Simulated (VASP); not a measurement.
# W16N in VASP: notebook

The runs below take W16N through single point, with PBE.

All numbers are computed with VASP 6.6.1; they aren't measurements. Logs are shortened: lines on timing, memory, paths and dates and some standing lists are left out, and cuts for length are marked.

## 1. The cell of the first run

The cell holds a slab with vacuum, 17 atoms: a = 6.367 Å, b = 6.367 Å, c = 20.143 Å, α = 90.00°, β = 90.00°, γ = 90.00°.

## 2. Single point, PBE

The input, INCAR:

```
  PREC = Accurate
  ENCUT = 520
  EDIFF = 1E-6
  ISMEAR = 0
  SIGMA = 0.1
  LREAL = Auto
  LASPH = T
  NELM = 60
  ALGO = Fast
  ISIF = 2
  LWAVE = F
  LCHARG = F
  LDIPOL = T
  IDIPOL = 3
  DIPOL = 0.5 0.5 0.326
  GGA = PE
  NBANDS = 128
```

The input, KPOINTS:

```
Automatic mesh
0
Gamma
  4 4 1
```

The input, POSCAR:

```
W16N
1.0
    6.3673983408      0.0000000000      0.0000000000
    0.0000000000      6.3673983408      0.0000000000
    0.0000000000      0.0000000000     20.1425775155
W N
16 1
Direct
    0.2500000000      0.2500000000      0.1985843171
    0.2500000000      0.7500000000      0.1985843171
    0.7500000000      0.2500000000      0.1985843171
    0.7500000000      0.7500000000      0.1985843171
    0.0000000000      0.0000000000      0.2776134078
    0.0000000000      0.5000000000      0.2776134078
    0.5000000000      0.0000000000      0.2776134078
    0.5000000000      0.5000000000      0.2776134078
    0.2500000000      0.2500000000      0.3599451785
    0.2500000000      0.7500000000      0.3599451785
    0.7500000000      0.2500000000      0.3599451785
    0.7500000000      0.7500000000      0.3599451785
    0.0000000000      0.0000000000      0.4290700884
    0.0000000000      0.5000000000      0.4290700884
    0.5000000000      0.0000000000      0.4290700884
    0.5000000000      0.5000000000      0.4290700884
    0.0625000000      0.2500000000      0.4805716816
```

Potentials or basis: VASP PAW PBE potentials, release 64 (W_sv, N).

The run is started by

```
cat potpaw_PBE.64/W_sv/POTCAR potpaw_PBE.64/N/POTCAR > POTCAR
mpirun -np 1 vasp_std > vasp.out
```

OUTCAR:

```text
PREC = Accurate
   ENCUT = 520
   EDIFF = 1E-6
   ISMEAR = 0
   LREAL = Auto
   LASPH = T
   NELM = 60
   ISIF = 2
   GGA = PE

 ion  position               nearest neighbor table
   1  0.250  0.250  0.199-   5 2.76   6 2.76   7 2.76   8 2.76   2 3.18   3 3.18   2 3.18   3 3.18
                             9 3.25
   2  0.250  0.750  0.199-   5 2.76   6 2.76   7 2.76   8 2.76   1 3.18   4 3.18   1 3.18   4 3.18
                            10 3.25
   3  0.750  0.250  0.199-   5 2.76   6 2.76   7 2.76   8 2.76   1 3.18   4 3.18   4 3.18   1 3.18
                            11 3.25
   4  0.750  0.750  0.199-   5 2.76   6 2.76   7 2.76   8 2.76   2 3.18   3 3.18   3 3.18   2 3.18
                            12 3.25
   5  0.000  0.000  0.278-   1 2.76   2 2.76   3 2.76   4 2.76   9 2.80  10 2.80  11 2.80  12 2.80
                            13 3.05   7 3.18   6 3.18   6 3.18   7 3.18
   6  0.000  0.500  0.278-   1 2.76   2 2.76   3 2.76   4 2.76   9 2.80  10 2.80  11 2.80  12 2.80
                            14 3.05   8 3.18   5 3.18   5 3.18   8 3.18
   7  0.500  0.000  0.278-   1 2.76   2 2.76   3 2.76   4 2.76   9 2.80  10 2.80  11 2.80  12 2.80
                            15 3.05   8 3.18   5 3.18   8 3.18   5 3.18
   8  0.500  0.500  0.278-   1 2.76   2 2.76   3 2.76   4 2.76   9 2.80  10 2.80  11 2.80  12 2.80
                            16 3.05   7 3.18   6 3.18   7 3.18   6 3.18
   9  0.250  0.250  0.360-  13 2.65  14 2.65  15 2.65  16 2.65   5 2.80   6 2.80   7 2.80   8 2.80
                            10 3.18  11 3.18  10 3.18  11 3.18   1 3.25
  10  0.250  0.750  0.360-  13 2.65  14 2.65  15 2.65  16 2.65   5 2.80   6 2.80   7 2.80   8 2.80
                             9 3.18  12 3.18   9 3.18  12 3.18   2 3.25
  11  0.750  0.250  0.360-  13 2.65  14 2.65  15 2.65  16 2.65   5 2.80   6 2.80   7 2.80   8 2.80
                             9 3.18  12 3.18  12 3.18   9 3.18   3 3.25
  12  0.750  0.750  0.360-  13 2.65  14 2.65  15 2.65  16 2.65   5 2.80   6 2.80   7 2.80   8 2.80
                            10 3.18  11 3.18  11 3.18  10 3.18   4 3.25
  13  0.000  0.000  0.429-  17 1.94  10 2.65  11 2.65  12 2.65   9 2.65   5 3.05  15 3.18  14 3.18
                            14 3.18  15 3.18
  14  0.000  0.500  0.429-  17 1.94  10 2.65  11 2.65  12 2.65   9 2.65   6 3.05  16 3.18  13 3.18
                            13 3.18  16 3.18
  15  0.500  0.000  0.429-   9 2.65  10 2.65  11 2.65  12 2.65   7 3.05  13 3.18  16 3.18  16 3.18
                            13 3.18
  16  0.500  0.500  0.429-   9 2.65  10 2.65  11 2.65  12 2.65   8 3.05  14 3.18  15 3.18  15 3.18
                            14 3.18
  17  0.062  0.250  0.481-  13 1.94  14 1.94

  LATTYP: Found a simple tetragonal cell.
 ALAT       =     6.3673983408
 C/A-ratio  =     3.1633920853

  Lattice vectors:

 A1 = (   6.3673983408,   0.0000000000,   0.0000000000)
 A2 = (   0.0000000000,   6.3673983408,   0.0000000000)
 A3 = (   0.0000000000,   0.0000000000,  20.1425775155)

Analysis of symmetry for initial positions (statically):
=====================================================================
 Subroutine PRICEL returns:
 Original cell was already a primitive cell.

 Routine SETGRP: Setting up the symmetry group for a
 simple tetragonal supercell.

 Subroutine GETGRP returns: Found  2 space group operations
 (whereof  1 operations were pure point group operations)
 out of a pool of 16 trial point group operations.

The static configuration has the point symmetry C_1 .
 The point group associated with its full space group is C_1h.

Analysis of symmetry for dynamics (positions and initial velocities):
=====================================================================
 Subroutine PRICEL returns:
 Original cell was already a primitive cell.

 Routine SETGRP: Setting up the symmetry group for a
 simple tetragonal supercell.

 Subroutine GETGRP returns: Found  2 space group operations
 (whereof  1 operations were pure point group operations)
 out of a pool of 16 trial point group operations.

The dynamic configuration has the point symmetry C_1 .
 The point group associated with its full space group is C_1h.

 Subroutine INISYM returns: Found  2 space group operations
 (whereof  1 operations are pure point group operations),
 and found     1 'primitive' translations

----------------------------------------------------------------------------------------

                                     Primitive cell

  volume of cell :     816.6559

  direct lattice vectors                    reciprocal lattice vectors
     6.367398341  0.000000000  0.000000000     0.157050014  0.000000000  0.000000000
     0.000000000  6.367398341  0.000000000     0.000000000  0.157050014  0.000000000
[... 66 lines left out ...]
 ===========================================

 Found      9 irreducible k-points:

 Following reciprocal coordinates:
            Coordinates               Weight
  0.000000  0.000000  0.000000      1.000000
  0.250000  0.000000  0.000000      2.000000
  0.000000  0.250000  0.000000      2.000000
  0.500000  0.000000  0.000000      1.000000
  0.000000  0.500000  0.000000      1.000000
  0.250000  0.250000  0.000000      4.000000
  0.500000  0.250000  0.000000      2.000000
 -0.250000  0.500000  0.000000      2.000000
  0.500000  0.500000  0.000000      1.000000
   k-points           NKPTS =      9   k-points in BZ     NKDIM =      9   number of bands    NBANDS=    128
   number of dos      NEDOS =    301   number of ions     NIONS =     17
   total plane-waves  NPLWV = 345600
   dimension x,y,z NGX =    48 NGY =   48 NGZ =  150
   dimension x,y,z NGXF=    96 NGYF=   96 NGZF=  300
   ions per type =              16   1
   NGX,Y,Z   is equivalent  to a cutoff of  12.53, 12.53, 12.38 a.u.
   NGXF,Y,Z  is equivalent  to a cutoff of  25.06, 25.06, 24.76 a.u.
 SYSTEM =  unknown system
   PREC   = accura    normal or accurate (medium, high low for compatibility)
   ISTART =      0    job   : 0-new  1-cont  2-samecut
   ICHARG =      2    charge: 1-file 2-atom 10-const
   ISPIN  =      1    spin polarized calculation?
   LNONCOLLINEAR =      F non collinear calculations
   LSORBIT =      F    spin-orbit coupling
   LASPH  =      T    aspherical Exc in radial PAW
   ENCUT  =  520.0 eV  38.22 Ry    6.18 a.u.  11.84 11.84 37.45*2*pi/ulx,y,z
   NELM   =     60;   NELMIN=  2; NELMDL= -5     # of ELM steps
   EDIFF  = 0.1E-05   stopping-criterion for ELM
   LREAL  =      T    real-space projection
   EDIFFG = 0.1E-04   stopping-criterion for IOM
   NSW    =      0    number of steps for IOM
   IBRION =     -1    ionic relax: 0-MD 1-quasi-New 2-CG
   NFREE  =      0    steps in history (QN), initial steepest desc. (CG)
   ISIF   =      2    stress and relaxation
   ISYM   =      2    0-nonsym 1-usesym 2-fastsym
   POTIM  = 0.5000    time-step for ionic-motion
   TEBEG  =    0.0;   TEEND  =   0.0 temperature during run
   PSTRESS=    0.0 pullay stress
   NELECT =     229.0000    total number of electrons
   NUPDOWN=      -1.0000    fix difference up-down
   EMIN   =  10.00;   EMAX   =-10.00  energy-range for DOS
   EFERMI =   0.00;   METHOD = LEGACY
   ISMEAR =     0;   SIGMA  =   0.10  broadening in eV -4-tet -1-fermi 0-gaus
   EFERMI_NEDOS =   21; number of points for ismear=-14 and -15
   IALGO  =     68    algorithm
   IMIX   =      4    mixing-type and parameters
     AMIX     =   0.40;   BMIX     =  1.00
     AMIX_MAG =   1.60;   BMIX_MAG =  1.00
  volume/ion in A,a.u.               =      48.04       324.18
  Fermi-wavevector in a.u.,A,eV,Ry     =   1.071536  2.024910 15.622079  1.148190
  Thomas-Fermi vector in A             =   2.207280
   LORBIT       =      0    0 simple, 1 ext, 2 COOP (PROOUT), +10 PAW based schemes
   GGA     = PE    functional components
   LHFCALC =     F    Hartree Fock is set to
   AEXX    =    0.0000 exact exchange contribution
   IVDW    =     0    specifies the selected vdW correction
   LEPSILON=     F    determine dielectric tensor
   LRPA    =     F    only Hartree local field effects (RPA)
 non-spin polarized calculation
 RMM-DIIS sequential band-by-band and
 Gauss-broadening in eV      SIGMA  =   0.10
  energy-cutoff  :      520.00
  volume of cell :      816.66
 maximum number of plane-waves:     22040
   NGX = 23   NGY = 23   NGZ = 75

 dipolmoment           0.000000      0.000000     -0.134190 electrons x Angstroem

 number of electron     228.9999964 magnetization

 dipolmoment           0.000000      0.000000      0.020756 electrons x Angstroem

 Free energy of the ion-electron system (eV)
  ---------------------------------------------------
  ext. energy  EPLUGINS =         0.00000000
  ---------------------------------------------------
  free energy    TOTEN  =      -195.59740751 eV

  energy without entropy =     -195.51373274  energy(sigma->0) =     -195.55557012

 E-fermi :   0.7915     XC(G=0):  -5.4944

 val. band max:        0.7807124364   @ k =   0.0000   0.5000   0.0000
 cond. band min:       0.8077443558   @ k =   0.5000   0.0000   0.0000
 fundamental gap:      0.0270319194
 Fermi energy:         0.7914769662

 k-point     1 :       0.0000    0.0000    0.0000
  band No.  band energies     occupation
      1     -73.1567      2.00000
      2     -73.1051      2.00000
      3     -73.0731      2.00000
      4     -73.0665      2.00000
      5     -73.0636      2.00000
      6     -73.0593      2.00000
[... 1150 lines left out ...]
    125       1.9637      0.00000
    126       2.1341      0.00000
 [bands above 126 left out]

------------------------ aborting loop because EDIFF is reached ----------------------------------------

 vacuum level on the upper side and lower side of the slab       (xc-potential included)        -0.089        -0.205

  FORCE on cell =-STRESS in cart. coord.  units (eV):
  Direction    XX          YY          ZZ          XY          YZ          ZX
  --------------------------------------------------------------------------------------
  -------------------------------------------------------------------------------------
  Total      -18.1572456    -22.5011434    -10.0703540      0.0000000      0.0000000      1.5148052
  in kB      -35.6222598    -44.1444475    -19.7567832      0.0000000      0.0000000      2.9718596
  external PRESSURE =     -33.1744968 kB  Pullay stress =       0.0000000 kB

 VOLUME and BASIS-vectors are now :
 -----------------------------------------------------------------------------
  energy-cutoff  :      520.00
  volume of cell :      816.66
      direct lattice vectors                 reciprocal lattice vectors
     6.367398341  0.000000000  0.000000000     0.157050014  0.000000000  0.000000000
     0.000000000  6.367398341  0.000000000     0.000000000  0.157050014  0.000000000
     0.000000000  0.000000000 20.142577516     0.000000000  0.000000000  0.049646079

 POSITION                                       TOTAL-FORCE (eV/Angst)
 -----------------------------------------------------------------------------------
      1.59185      1.59185      4.00000         0.091787      0.000000      2.252140
      1.59185      4.77555      4.00000        -0.014895      0.000000      2.067975
      4.77555      1.59185      4.00000        -0.123243      0.000000      2.062601
      4.77555      4.77555      4.00000         0.031599      0.000000      2.130885
      0.00000      0.00000      5.59185         0.038354     -0.041295     -2.156152
      0.00000      3.18370      5.59185         0.038354      0.041295     -2.156152
[... 9 lines left out ...]
      3.18370      3.18370      8.64258         0.379196      0.043064     -0.322851
      0.39796      1.59185      9.67995         0.748984      0.000000      0.125634
 -----------------------------------------------------------------------------------
    total drift:                               -0.000229      0.000000      0.007764

  FREE ENERGIE OF THE ION-ELECTRON SYSTEM (eV)
  ---------------------------------------------------
  free  energy   TOTEN  =      -195.5974075051 eV

  energy  without entropy=     -195.5137327386  energy(sigma->0) =     -195.55557012

 vacuum level on the upper side and lower side of the slab         4.932         4.801
```

Wall time 66 min (1 thread of Oxide Virtual Turin-like, shared host); peak memory 0.99 GiB.

Results:

```yaml
Free_energy: -195.5974 eV
Largest_force: 2.254 eV/Å
Band_gap_on_the_k_mesh: zero (an odd number of electrons rules out a gap without spin polarisation)
```

Forces in eV/Å, atoms in the order of the input:
```
W    0.092  0.000  2.252
W   -0.015  0.000  2.068
W   -0.123  0.000  2.063
W    0.032  0.000  2.131
W    0.038 -0.041 -2.156
W    0.038  0.041 -2.156
W    0.067 -0.045 -2.155
W    0.067  0.045 -2.155
W    0.985  0.000 -0.438
W    0.681  0.000 -0.408
W   -1.173  0.000 -0.876
W   -1.436  0.000 -0.602
W   -0.380  1.240  1.477
W   -0.380 -1.240  1.477
W    0.379 -0.043 -0.323
W    0.379  0.043 -0.323
N    0.749  0.000  0.126
```

Caveat: spin-orbit coupling is left out, which moves the levels of the heavy elements.

## 3. Single point, PBE

The input, INCAR:

```
  PREC = Accurate
  ENCUT = 520
  EDIFF = 1E-7
  ISMEAR = 0
  SIGMA = 0.1
  LREAL = Auto
  LASPH = True
  NELM = 80
  ALGO = Fast
  ISIF = 2
  LWAVE = False
  LCHARG = False
  LDIPOL = True
  IDIPOL = 3
  DIPOL = 0.5 0.5 0.328
  GGA = PE
  NBANDS = 128
```

The input, KPOINTS:

```
regular mesh
0
Gamma
  4 4 1
```

POSCAR, as its differences from that of step 2:

```diff
@@ -24,2 +24,2 @@
     0.5000000000      0.5000000000      0.4290700884
-    0.0625000000      0.2500000000      0.4805716816
+    0.0000000000      0.0625000000      0.5138672669
```

Potentials or basis: VASP PAW PBE potentials, release 64 (W_sv, N).

The run is started by

```
cat potpaw_PBE.64/W_sv/POTCAR potpaw_PBE.64/N/POTCAR > POTCAR
mpirun -np 1 vasp_std > vasp.out
```

OUTCAR:

```text
PREC = Accurate
   ENCUT = 520
   EDIFF = 1E-7
   ISMEAR = 0
   LREAL = Auto
   LASPH = True
   NELM = 80
   ISIF = 2
   GGA = PE

 ion  position               nearest neighbor table
   1  0.250  0.250  0.199-   5 2.76   6 2.76   7 2.76   8 2.76   2 3.18   3 3.18   2 3.18   3 3.18
                             9 3.25
   2  0.250  0.750  0.199-   5 2.76   6 2.76   7 2.76   8 2.76   1 3.18   4 3.18   1 3.18   4 3.18
                            10 3.25
   3  0.750  0.250  0.199-   5 2.76   6 2.76   7 2.76   8 2.76   1 3.18   4 3.18   4 3.18   1 3.18
                            11 3.25
   4  0.750  0.750  0.199-   5 2.76   6 2.76   7 2.76   8 2.76   2 3.18   3 3.18   3 3.18   2 3.18
                            12 3.25
   5  0.000  0.000  0.278-   1 2.76   2 2.76   3 2.76   4 2.76   9 2.80  10 2.80  11 2.80  12 2.80
                            13 3.05   7 3.18   6 3.18   6 3.18   7 3.18
   6  0.000  0.500  0.278-   1 2.76   2 2.76   3 2.76   4 2.76   9 2.80  10 2.80  11 2.80  12 2.80
                            14 3.05   8 3.18   5 3.18   5 3.18   8 3.18
   7  0.500  0.000  0.278-   1 2.76   2 2.76   3 2.76   4 2.76   9 2.80  10 2.80  11 2.80  12 2.80
                            15 3.05   8 3.18   5 3.18   8 3.18   5 3.18
   8  0.500  0.500  0.278-   1 2.76   2 2.76   3 2.76   4 2.76   9 2.80  10 2.80  11 2.80  12 2.80
[... 1391 lines left out ...]
------------------------ aborting loop because EDIFF is reached ----------------------------------------

 vacuum level on the upper side and lower side of the slab       (xc-potential included)         0.405        -0.581

  FORCE on cell =-STRESS in cart. coord.  units (eV):
  Direction    XX          YY          ZZ          XY          YZ          ZX
  --------------------------------------------------------------------------------------
  -------------------------------------------------------------------------------------
  Total      -20.2741292    -20.6065854     -8.2237767      0.0000000      0.7660152      0.0000000
  in kB      -39.7753224    -40.4275601    -16.1340281      0.0000000      1.5028266      0.0000000
  external PRESSURE =     -32.1123036 kB  Pullay stress =       0.0000000 kB

 VOLUME and BASIS-vectors are now :
 -----------------------------------------------------------------------------
  energy-cutoff  :      520.00
  volume of cell :      816.66
      direct lattice vectors                 reciprocal lattice vectors
     6.367398341  0.000000000  0.000000000     0.157050014  0.000000000  0.000000000
     0.000000000  6.367398341  0.000000000     0.000000000  0.157050014  0.000000000
     0.000000000  0.000000000 20.142577516     0.000000000  0.000000000  0.049646079

 POSITION                                       TOTAL-FORCE (eV/Angst)
 -----------------------------------------------------------------------------------
      1.59185      1.59185      4.00000         0.005751      0.004286      2.097476
      1.59185      4.77555      4.00000         0.048780     -0.047077      2.115314
      4.77555      1.59185      4.00000        -0.005751      0.004286      2.097476
      4.77555      4.77555      4.00000        -0.048780     -0.047077      2.115314
      0.00000      0.00000      5.59185         0.000000      0.106545     -2.694769
      0.00000      3.18370      5.59185         0.000000      0.011021     -2.009155
[... 9 lines left out ...]
      3.18370      3.18370      8.64258         0.000000     -0.129095     -0.438128
      0.00000      0.39796     10.35061         0.000000      0.388385      0.295550
 -----------------------------------------------------------------------------------
    total drift:                                0.000000     -0.000020      0.008215

  FREE ENERGIE OF THE ION-ELECTRON SYSTEM (eV)
  ---------------------------------------------------
  free  energy   TOTEN  =      -194.1575239693 eV

  energy  without entropy=     -194.0378336496  energy(sigma->0) =     -194.09767881

 vacuum level on the upper side and lower side of the slab         5.546         4.532
```

Wall time 61 min (1 thread of Oxide Virtual Turin-like, shared host); peak memory 1 GiB.

Results:

* Free energy: -194.1575 eV
* Largest force: 2.739 eV/Å
* Band gap on the k mesh: zero (an odd number of electrons rules out a gap without spin polarisation)

Forces in eV/Å, atoms in the order of the input:
```
W    0.006  0.004  2.097
W    0.049 -0.047  2.115
W   -0.006  0.004  2.097
W   -0.049 -0.047  2.115
W    0.000  0.107 -2.695
W    0.000  0.011 -2.009
W    0.000  0.029 -2.023
W    0.000  0.034 -2.410
W    0.821  0.802 -0.629
W    0.991 -0.895 -0.351
W   -0.821  0.802 -0.629
W   -0.991 -0.895 -0.351
W    0.000  0.025  2.739
W    0.000 -0.112  0.195
W    0.000 -0.081 -0.118
W    0.000 -0.129 -0.438
N    0.000  0.388  0.296
```

Caveat: spin-orbit coupling is left out, which moves the levels of the heavy elements.

The gap in the log of VASP goes by the Fermi energy; the results here count the filled bands.